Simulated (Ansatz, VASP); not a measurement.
# One calculation of MgSiN, two programs

```
CELL_PARAMETERS angstrom
3.06759 0.00000 0.00000
0.00000 3.06759 0.00000
0.00000 0.00000 3.82150
ATOMIC_POSITIONS crystal
Mg 0.00000 0.00000 0.00000
Si 0.50000 0.50000 0.50000
N 0.50000 0.50000 0.00000
```

Change from the starting cell: species swapped into the HoCoC type (P4/mmm, No. 123).

Alike in both runs: functional PBE; k mesh 14 × 14 × 14; occupations gaussian, width 0.1 eV; no spin polarisation.

Ansatz relaxed the structure, and its values are those at the end. VASP's run is a single point on that final structure, the one shown.

|  | VASP | Ansatz |
| --- | --- | --- |
| version | VASP 6.6.1 | Ansatz 0.2.0 |
| potentials or method | VASP PAW PBE potentials, release 64 (Mg_sv, Si, N), cutoff 750 eV | scalar-relativistic, plane waves, PAW |
| valence electrons in the cell | 19 | 19 |

|  | VASP | Ansatz | Ansatz less VASP |
| --- | --- | --- | --- |
| gap on the k mesh at the Fermi level (eV) | none | none | - |
| pressure (GPa) | -0.3 | 0.0 | +0.28 |

A gap of «none» marks a metal or a gap that the smearing closes. With one functional, cell and mesh, what is left measures potentials, basis and numerics.
